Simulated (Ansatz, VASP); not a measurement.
AlGa3As4: VASP beside Ansatz

```xyz
8
Lattice="5.7407 0.0000 0.0000 0.0000 5.7407 0.0000 0.0000 0.0000 5.7407" Properties=species:S:1:pos:R:3 pbc="T T T"
Al    0.0000    0.0000    0.0000
Ga    2.8704    2.8704    0.0000
Ga    2.8704    0.0000    2.8704
Ga    0.0000    2.8704    2.8704
As    4.3094    4.3094    1.4313
As    4.3094    1.4313    4.3094
As    1.4313    4.3094    4.3094
As    1.4313    1.4313    1.4313
```

Alike in both runs: functional PBE; k mesh 6 × 6 × 6; occupations gaussian, width 0.02 eV; no spin polarisation.

Ansatz relaxed the structure, and its values are those at the end. VASP's run is a single point on that final structure, the one shown.

|  | VASP | Ansatz |
| --- | --- | --- |
| version | VASP 6.6.1 | Ansatz 0.2.0 |
| potentials or method | VASP PAW PBE potentials, release 64 (Al, Ga_d, As), cutoff 520 eV | scalar-relativistic, plane waves, PAW |
| valence electrons in the cell | 62 | 102 |

VASP gave:

| Item | Value |
| --- | --- |
| gap on the k mesh at the Fermi level (eV) | 0.54 |
| least direct gap on the mesh (eV) | 0.54 |
| pressure (GPa) | 0.2 |

What did Ansatz give for the same quantities?

gap on the k mesh at the Fermi level (eV): 0.54; least direct gap on the mesh (eV): 0.54; pressure (GPa): 0.0.

VASP's potentials hold 62 valence electrons a cell and Ansatz's 102, so a difference there can come from the potentials and not from the codes.
